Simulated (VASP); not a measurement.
Set up this calculation in VASP 6.6.1, as the native input.

- Task: single point
- Functional: PBEsol
- Potentials or basis: VASP PAW PBE potentials, release 64 (Ta_sv_GW, N)
- Cutoff: 700 eV
- k mesh: 18 × 18 × 10
- Occupations: gaussian, width 0.15 eV
- Spin: no spin polarisation
- Dipole correction: no
- Further INCAR settings: ALGO = Normal; EDIFF = 1e-06; NBANDS = 22

The structure of Ta2N lies in POSCAR:

```
Ta2N
1.0
    3.0855259741      0.0000000000      0.0000000000
   -1.5427629871      2.6721438776      0.0000000000
    0.0000000000      0.0000000000      4.4172389846
Ta N
2 1
Direct
    0.6666666667      0.3333333333      0.7463700642
    0.3333333333      0.6666666667      0.2536299358
    0.0000000000      0.0000000000      0.0000000000
```

These files were run (other wordings do the same):

INCAR

```
SYSTEM = Ta2N
PREC = Accurate
ENCUT = 700
EDIFF = 1E-6
ISMEAR = 0
SIGMA = 0.15
LREAL = .FALSE.
LASPH = .TRUE.
NELM = 120
ALGO = Normal
ISIF = 2
LWAVE = .FALSE.
LCHARG = .FALSE.
GGA = PS
NBANDS = 22
GGA_COMPAT = .FALSE.
```

KPOINTS

```
Automatic mesh
0
G
  18 18 10
  0 0 0
```

Potentials or basis: VASP PAW PBE potentials, release 64 (Ta_sv_GW, N).

Command:

```bash
$ cat potpaw_PBE.64/Ta_sv_GW/POTCAR potpaw_PBE.64/N/POTCAR > POTCAR
$ mpirun -np 1 vasp_std > vasp.out
```

Results of the run:

The pressure is 31.1 GPa. The largest force is 0.129 eV/Å and the band gap on the k mesh is zero (an odd number of electrons rules out a gap without spin polarisation).

Caveat: the stress differs along the axes, from 22 to 49 GPa; the PAW data sets were made with another functional, which shifts forces and pressure a little; spin-orbit coupling is left out, which moves the levels of the heavy elements.

It took 3.9 min on 1 thread of Intel(R) Xeon(R) 6975P-C (Granite Rapids), with other jobs on the host, peak memory 0.5 GiB.
